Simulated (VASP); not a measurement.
Crystal: Er5C.

```
CELL_PARAMETERS angstrom
5.82001 0.00000 0.00000
-2.91001 5.04028 0.00000
0.00000 0.00000 5.33634
ATOMIC_POSITIONS crystal
Er 0.31303 0.00000 0.50000
Er 0.68697 0.68697 0.50000
Er 0.00000 0.31303 0.50000
Er 0.33333 0.66667 0.00000
Er 0.66667 0.33333 0.00000
C 0.00000 0.00000 0.00000
```

The cell was generated, and may not be a known phase.

- Program: VASP 6.6.1
- Task: relaxation of cell and atoms
- Functional: PBE
- Potentials or basis: VASP PAW PBE potentials, release 64 (Er_3, C), 4f in core
- Cutoff: 600 eV
- k mesh: 3 × 3 × 4
- Occupations: gaussian, width 0.1 eV
- Spin: no spin polarisation

At the start: pressure -2.3 GPa; volume 26.09 Å³/atom.

Problem. How do energy, volume and symmetry change on relaxing?

Solution. Over 33 steps the energy falls by 357.3 meV/atom and the volume is 28.04 Å³/atom (+7.5 %); space group P-62m (No. 189, to 0.1 Å) before and after.

The path:
```csv
step,energy change (eV),largest force (eV/Å),pressure (GPa),volume (Å³)
1,0.0000,0.4362,-2.33,156.54
2,-0.1155,0.4430,-0.20,148.07
3,-0.1282,0.4392,0.86,144.56
4,-0.1865,0.1824,0.71,144.63
5,-0.3063,0.5211,0.54,144.57
6,-0.1922,2.5378,2.71,143.21
7,-0.3124,1.0473,0.60,144.37
8,-0.3289,1.0773,0.61,144.47
9,-0.3809,1.1691,0.70,144.75
10,-0.5172,1.3515,1.38,145.14
11,-0.8904,1.8036,2.53,145.21
12,-0.9370,3.2231,10.05,142.28
13,-1.1009,2.5298,5.66,144.16
14,-1.1014,2.7117,6.63,143.75
15,-1.1538,2.7148,6.80,144.47
16,-1.2579,2.7282,7.65,146.43
17,-1.1882,2.7695,10.09,149.47
18,-1.2657,2.7859,8.85,148.25
19,-1.4123,2.5176,7.95,150.15
20,-1.7631,1.7570,5.46,155.93
21,-2.1069,0.4661,1.43,167.74
22,-2.1316,0.1170,0.37,171.63
23,-2.1322,0.0557,0.18,172.35
24,-2.1328,0.0611,0.15,172.38
25,-2.1342,0.0775,0.06,172.44
26,-2.1356,0.1110,-0.12,172.56
27,-2.1357,0.1212,-0.18,172.59
28,-2.1368,0.1112,-0.18,172.36
29,-2.1395,0.0821,-0.20,171.66
30,-2.1430,0.0241,-0.22,170.25
31,-2.1403,0.0891,-0.22,167.38
32,-2.1437,0.0026,-0.22,169.47
33,-2.1441,0.0151,0.14,168.23
```

Final structure:
```cif
data_structure
_symmetry_space_group_name_H-M 'P 1'
_symmetry_Int_Tables_number 1
_cell_length_a 7.4027
_cell_length_b 7.4027
_cell_length_c 3.5449
_cell_angle_alpha 90.000
_cell_angle_beta 90.000
_cell_angle_gamma 120.000
_cell_volume 168.23
loop_
_atom_site_label
_atom_site_type_symbol
_atom_site_fract_x
_atom_site_fract_y
_atom_site_fract_z
_atom_site_occupancy
Er1 Er 0.24143 0.00000 0.50000 1
Er2 Er 0.75857 0.75857 0.50000 1
Er3 Er 0.00000 0.24143 0.50000 1
Er4 Er 0.33333 0.66667 0.00000 1
Er5 Er 0.66667 0.33333 0.00000 1
C1 C 0.00000 0.00000 0.00000 1
```

Caveat: the k points lie up to 0.44 Å⁻¹ apart in the final cell, too coarse for converged energies and pressures of a metal; a cell axis changed by over 15 % at a fixed basis, so the end point is rough.
